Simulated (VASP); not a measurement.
# BaS (F-43m) in VASP: a series of runs

The runs below take BaS through single point, relaxation of cell and atoms, with PBE.

Everything below comes from runs of VASP 6.6.1. Logs are shortened: lines on timing, memory, paths and dates and some standing lists are left out, and cuts for length are marked.

## (1) The cell of the first run

It takes space group F-43m (No. 216, cubic). Conventional cell: a = 7.035 Å, b = 7.035 Å, c = 7.035 Å, α = 90.00°, β = 90.00°, γ = 90.00°. Ba (site symmetry -43m) has 4 S at 3.05 Å within 4.0 Å. Within 4.0 Å of S (site symmetry -43m) lie 4 Ba at 3.05 Å.

## (2) Single point, PBE

INCAR reads:

```
SYSTEM = BaS
PREC = Accurate
ENCUT = 520
EDIFF = 1E-7
ISMEAR = 0
SIGMA = 0.1
LREAL = .False.
LASPH = .True.
NELM = 60
ALGO = Normal
ISIF = 2
LWAVE = .False.
LCHARG = .False.
GGA = PE
NBANDS = 15
```

KPOINTS reads:

```
Automatic mesh
0
Gamma
  4 4 4
  0 0 0
```

POSCAR reads:

```
BaS
1.0
    0.0000000000      3.5175267269      3.5175267269
    3.5175267269      0.0000000000      3.5175267269
    3.5175267269      3.5175267269      0.0000000000
Ba S
1 1
Direct
    0.0000000000      0.0000000000      0.0000000000
    0.7500000000      0.7500000000      0.7500000000
```

Potentials or basis: VASP PAW PBE potentials, release 64 (Ba_sv, S).

On the command line:

```
$ cat potpaw_PBE.64/Ba_sv/POTCAR potpaw_PBE.64/S/POTCAR > POTCAR
$ mpirun -np 1 vasp_std > vasp.out
```

OUTCAR:

```text
SYSTEM = BaS
   PREC = Accurate
   ENCUT = 520
   EDIFF = 1E-7
   ISMEAR = 0
   LREAL = .False.
   LASPH = .True.
   NELM = 60
   ISIF = 2
   GGA = PE

 ion  position               nearest neighbor table
   1  0.000  0.000  0.000-   2 3.05   2 3.05   2 3.05   2 3.05
   2  0.750  0.750  0.750-   1 3.05   1 3.05   1 3.05   1 3.05

  LATTYP: Found a face centered cubic cell.
 ALAT       =     7.0350534538

  Lattice vectors:

 A1 = (   0.0000000000,   3.5175267269,   3.5175267269)
 A2 = (   3.5175267269,   0.0000000000,   3.5175267269)
 A3 = (   3.5175267269,   3.5175267269,   0.0000000000)

Analysis of symmetry for initial positions (statically):
=====================================================================
 Subroutine PRICEL returns:
 Original cell was already a primitive cell.

 Routine SETGRP: Setting up the symmetry group for a
 face centered cubic supercell.

 Subroutine GETGRP returns: Found 24 space group operations
 (whereof 24 operations were pure point group operations)
 out of a pool of 48 trial point group operations.

The static configuration has the point symmetry T_d .

Analysis of symmetry for dynamics (positions and initial velocities):
=====================================================================
 Subroutine PRICEL returns:
 Original cell was already a primitive cell.

 Routine SETGRP: Setting up the symmetry group for a
 face centered cubic supercell.

 Subroutine GETGRP returns: Found 24 space group operations
 (whereof 24 operations were pure point group operations)
 out of a pool of 48 trial point group operations.

The dynamic configuration has the point symmetry T_d .

 Subroutine INISYM returns: Found 24 space group operations
 (whereof 24 operations are pure point group operations),
 and found     1 'primitive' translations

----------------------------------------------------------------------------------------

                                     Primitive cell

  volume of cell :      87.0447

  direct lattice vectors                    reciprocal lattice vectors
     0.000000000  3.517526727  3.517526727    -0.142145331  0.142145331  0.142145331
     3.517526727  0.000000000  3.517526727     0.142145331 -0.142145331  0.142145331
     3.517526727  3.517526727  0.000000000     0.142145331  0.142145331 -0.142145331

  length of vectors
     4.974534003  4.974534003  4.974534003     0.246202935  0.246202935  0.246202935

  position of ions in fractional coordinates (direct lattice)
     0.000000000  0.000000000  0.000000000
     0.750000000  0.750000000  0.750000000

  ion indices of the primitive-cell ions
   primitive index   ion index
[... 70 lines left out ...]
   EMIN   =  10.00;   EMAX   =-10.00  energy-range for DOS
   EFERMI =   0.00;   METHOD = LEGACY
   ISMEAR =     0;   SIGMA  =   0.10  broadening in eV -4-tet -1-fermi 0-gaus
   EFERMI_NEDOS =   21; number of points for ismear=-14 and -15
   IALGO  =     38    algorithm
   IMIX   =      4    mixing-type and parameters
     AMIX     =   0.40;   BMIX     =  1.00
     AMIX_MAG =   1.60;   BMIX_MAG =  1.00
  volume/ion in A,a.u.               =      43.52       293.70
  Fermi-wavevector in a.u.,A,eV,Ry     =   0.930824  1.759002 11.788533  0.866433
  Thomas-Fermi vector in A             =   2.057253
   LORBIT       =      0    0 simple, 1 ext, 2 COOP (PROOUT), +10 PAW based schemes
   GGA     = PE    functional components
   LHFCALC =     F    Hartree Fock is set to
   AEXX    =    0.0000 exact exchange contribution
   IVDW    =     0    specifies the selected vdW correction
   LEPSILON=     F    determine dielectric tensor
   LRPA    =     F    only Hartree local field effects (RPA)
 non-spin polarized calculation
 Gauss-broadening in eV      SIGMA  =   0.10
  energy-cutoff  :      520.00
  volume of cell :       87.04
 maximum number of plane-waves:      2397
 NGX is ok and might be reduce to    40
   NGX = 19   NGY = 19   NGZ = 19

 number of electron      15.9999999 magnetization

 Free energy of the ion-electron system (eV)
  ---------------------------------------------------
  ext. energy  EPLUGINS =         0.00000000
  ---------------------------------------------------
  free energy    TOTEN  =        -9.73364224 eV

  energy without entropy =       -9.73364224  energy(sigma->0) =       -9.73364224

 E-fermi :   0.3766     XC(G=0):  -7.1833

 val. band max:       -0.1689541165   @ k =  -0.2500   0.5000   0.2500
 cond. band min:       2.5962127764   @ k =   0.0000   0.0000   0.0000
 fundamental gap:      2.7651668929
 Fermi energy:         0.3766437835

 k-point     1 :       0.0000    0.0000    0.0000
  band No.  band energies     occupation
      1     -26.2572      2.00000
      2     -11.4383      2.00000
      3     -11.4383      2.00000
      4     -11.4383      2.00000
      5     -10.0802      2.00000
      6      -0.8486      2.00000
      7      -0.8486      2.00000
      8      -0.8486      2.00000
      9       2.5962      0.00000
     10       4.8793      0.00000
     11       4.8793      0.00000
     12       6.8044      0.00000
     13       6.8044      0.00000
     14       6.8044      0.00000
[... 113 lines left out ...]
      2     -12.1158      2.00000
      3     -11.5822      2.00000
      4     -11.5377      2.00000
      5      -9.2383      2.00000
      6      -0.7703      2.00000
      7      -0.6881      2.00000
      8      -0.1690      2.00000
      9       3.2393      0.00000
     10       4.1266      0.00000
     11       5.7343      0.00000
     12       6.1902      0.00000
     13       7.2319      0.00000
     14       8.3574      0.00000
     15       8.4849      0.00000

------------------------ aborting loop because EDIFF is reached ----------------------------------------

  FORCE on cell =-STRESS in cart. coord.  units (eV):
  Direction    XX          YY          ZZ          XY          YZ          ZX
  --------------------------------------------------------------------------------------
  -------------------------------------------------------------------------------------
  Total        0.2252523      0.2252523      0.2252523     -0.0000000     -0.0000000     -0.0000000
  in kB        4.1460799      4.1460799      4.1460799     -0.0000000     -0.0000000     -0.0000000
  external PRESSURE =       4.1460799 kB  Pullay stress =       0.0000000 kB

 VOLUME and BASIS-vectors are now :
 -----------------------------------------------------------------------------
  energy-cutoff  :      520.00
  volume of cell :       87.04
      direct lattice vectors                 reciprocal lattice vectors
     0.000000000  3.517526727  3.517526727    -0.142145331  0.142145331  0.142145331
     3.517526727  0.000000000  3.517526727     0.142145331 -0.142145331  0.142145331
     3.517526727  3.517526727  0.000000000     0.142145331  0.142145331 -0.142145331

 POSITION                                       TOTAL-FORCE (eV/Angst)
 -----------------------------------------------------------------------------------
      0.00000      0.00000      0.00000        -0.000000      0.000000      0.000000
      5.27629      5.27629      5.27629         0.000000     -0.000000     -0.000000
 -----------------------------------------------------------------------------------
    total drift:                               -0.000000     -0.000000     -0.000000

  FREE ENERGIE OF THE ION-ELECTRON SYSTEM (eV)
  ---------------------------------------------------
  free  energy   TOTEN  =        -9.7336422371 eV

  energy  without entropy=       -9.7336422371  energy(sigma->0) =       -9.73364224
```

stdout:

```text
POSCAR found type information on POSCAR BaS
 POSCAR found :  2 types and       2 ions
 scaLAPACK will be used
 LDA part: xc-table for (Slater+PW92), standard interpolation
 POSCAR, INCAR and KPOINTS ok, starting setup
 FFT: planning ... GRIDC
 FFT: planning ... GRID_SOFT
 FFT: planning ... GRID
 WAVECAR not read
 entering main loop
```

It took 16 s on 1 thread of AMD EPYC 7R13 (Zen 3), shared host; peak memory 0.2 GiB.

Results:

* Free energy: -9.7336 eV
* Pressure: 0.4 GPa
* Band gap on the k mesh: 2.77 eV, indirect (least direct gap 3.41 eV)

Caveat: spin-orbit coupling is left out, which moves the levels of the heavy elements.

## (3) Single point, PBE

This run uses another cell than the first one, of 35.51 Å³/atom, 0.816 times its volume.

INCAR reads:

```
SYSTEM = BaS
ALGO = Normal ; EDIFF = 1E-6
ENCUT = 520 ; GGA = PE
ISIF = 2 ; ISMEAR = 0
LASPH = .TRUE. ; LCHARG = .FALSE.
LREAL = .FALSE. ; LWAVE = .FALSE.
NBANDS = 15 ; NELM = 100
PREC = Accurate ; SIGMA = 0.1
```

KPOINTS reads:

```
k-points
0
G
  6 6 6
  0 0 0
```

POSCAR reads:

```
BaS
1.0
    0.0000000000      3.2868155677      3.2868155677
    3.2868155677      0.0000000000      3.2868155677
    3.2868155677      3.2868155677      0.0000000000
Ba S
1 1
Direct
    0.0000000000      0.0000000000      0.0000000000
    0.7500000000      0.7500000000      0.7500000000
```

Potentials or basis: VASP PAW PBE potentials, release 64 (Ba_sv, S).

On the command line:

```
$ cat potpaw_PBE.64/Ba_sv/POTCAR potpaw_PBE.64/S/POTCAR > POTCAR
$ mpirun -np 1 vasp_std > vasp.out
```

Run time: 20 s. Hardware: 1 thread of AMD EPYC 7R13 (Zen 3), shared host; peak memory 0.18 GiB.

It converged, with:

* Free energy: -9.3118 eV
* Pressure: 9.3 GPa
* Band gap on the k mesh: 3.02 eV, indirect (least direct gap 3.39 eV)

Levels at points of the mesh, in eV from the valence-band top:
| k point | band 5 | band 6 | band 7 | band 8 | band 9 | band 10 | band 11 | band 12 |
| --- | --- | --- | --- | --- | --- | --- | --- | --- |
| (0.00, 0.00, 0.00) | -10.29 | -1.15 | -1.15 | -1.15 | 3.02 | 5.20 | 5.20 | 7.60 |
| (0.50, 0.00, 0.00) | -8.99 | -0.75 | -0.75 | -0.69 | 4.69 | 5.56 | 5.56 | 5.83 |
| (0.50, 0.50, 0.00) | -8.63 | -1.59 | 0.00 | 0.00 | 3.46 | 4.78 | 6.80 | 6.80 |

Caveat: spin-orbit coupling is left out, which moves the levels of the heavy elements. PBE gaps usually lie below the measured ones, often by a third to a half.

## (4) Single point, PBE

INCAR reads:

```
SYSTEM = BaS
PREC = Accurate ; ENCUT = 520
EDIFF = 1E-6 ; ISMEAR = 0
SIGMA = 0.02 ; LREAL = .False.
LASPH = .True. ; NELM = 80
ALGO = Normal ; ISIF = 2
LWAVE = .False. ; LCHARG = .True.
GGA = PE ; LELF = .True.
LVHAR = .True. ; NBANDS = 15
```

KPOINTS reads:

```
regular mesh
0
Gamma
  6 6 6
  0 0 0
```

POSCAR reads:

```
BaS
1.0
    0.0000000000      3.5175267269      3.5175267269
    3.5175267269      0.0000000000      3.5175267269
    3.5175267269      3.5175267269      0.0000000000
Ba S
1 1
Direct
    0.0000000000      0.0000000000      0.0000000000
    0.2500000000      0.2500000000      0.2500000000
```

On the command line:

```
$ cat potpaw_PBE.64/Ba_sv/POTCAR potpaw_PBE.64/S/POTCAR > POTCAR
$ mpirun -np 1 vasp_std > vasp.out
```

Run time: 31 s. Hardware: 1 thread of AMD EPYC 7R13 (Zen 3), shared host; peak memory 0.21 GiB.

It converged, with:

| Property | Result |
| --- | --- |
| Free energy | -9.7334 eV |
| Pressure | 0.4 GPa |
| Band gap on the k mesh | 2.77 eV, indirect (least direct gap 3.42 eV) |

Levels at points of the mesh, in eV from the valence-band top:
```csv
k point,band 6,band 7,band 8,band 9,band 10,band 11
"(0.00, 0.00, 0.00)",-0.68,-0.68,-0.68,2.77,5.05,5.05
"(0.50, 0.00, 0.00)",-0.60,-0.42,-0.42,4.45,5.25,5.25
"(0.50, 0.50, 0.00)",-1.08,-0.01,-0.01,3.45,4.56,6.29
```

Caveat: spin-orbit coupling is left out, which moves the levels of the heavy elements. A k mesh can miss the band edges.

(Continued in part 2 of 2.)
